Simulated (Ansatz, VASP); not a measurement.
# Two plane-wave programs on H4C2O

```
CELL_PARAMETERS angstrom
7.11379 0.00000 0.00000
0.00000 7.11379 0.00000
0.00000 0.00000 7.11379
ATOMIC_POSITIONS crystal
C 0.76035 0.73015 0.00610
C 0.80726 0.85745 0.90406
C 0.84042 0.48698 0.48311
C 0.71567 0.60169 0.47261
C 0.61579 0.11551 0.34014
C 0.53479 0.16404 0.19783
C 0.34066 0.63465 0.73853
C 0.24287 0.71856 0.62746
H 0.84429 0.97269 0.81443
H 0.71851 0.62090 0.10170
H 0.60105 0.69945 0.46669
H 0.95182 0.38482 0.49589
H 0.46518 0.20344 0.06723
H 0.68600 0.07401 0.46827
H 0.16242 0.79388 0.52212
H 0.42758 0.55846 0.83537
H 0.27513 0.38463 0.51952
H 0.29463 0.20012 0.40472
H 0.09233 0.43700 0.18770
H 0.09747 0.53507 0.99406
H 0.99914 0.91392 0.19948
H 0.15726 0.77084 0.20211
H 0.41930 0.99227 0.82123
H 0.34819 0.15557 0.69616
O 0.21496 0.26265 0.49889
O 0.17251 0.51293 0.10674
O 0.12332 0.89431 0.25391
O 0.44198 0.12403 0.79296
```

Alike in both runs: functional PBE; k mesh 1 × 1 × 1; occupations fermi-dirac, width 0.05 eV; no spin polarisation.

Ansatz relaxed the structure, and its values are those at the end. VASP's run is a single point on that final structure, the one shown.

|  | VASP | Ansatz |
| --- | --- | --- |
| version | VASP 6.6.1 | Ansatz 0.2.0 |
| potentials or method | VASP PAW PBE potentials, release 64 (C_h, H_h, O_h), cutoff 1000 eV | scalar-relativistic, plane waves, PAW |
| valence electrons in the cell | 72 | 72 |

|  | VASP | Ansatz | Ansatz less VASP |
| --- | --- | --- | --- |
| gap on the k mesh at the Fermi level (eV) | 5.31 | 5.31 | -0.001 |
| rms of the force components (eV/Å) | 0.080 | 0.078 | -0.0017 |

The functional is the same, so the differences come from potentials, cutoffs and numerics. Ansatz's warnings: xc potential rough in thin density.
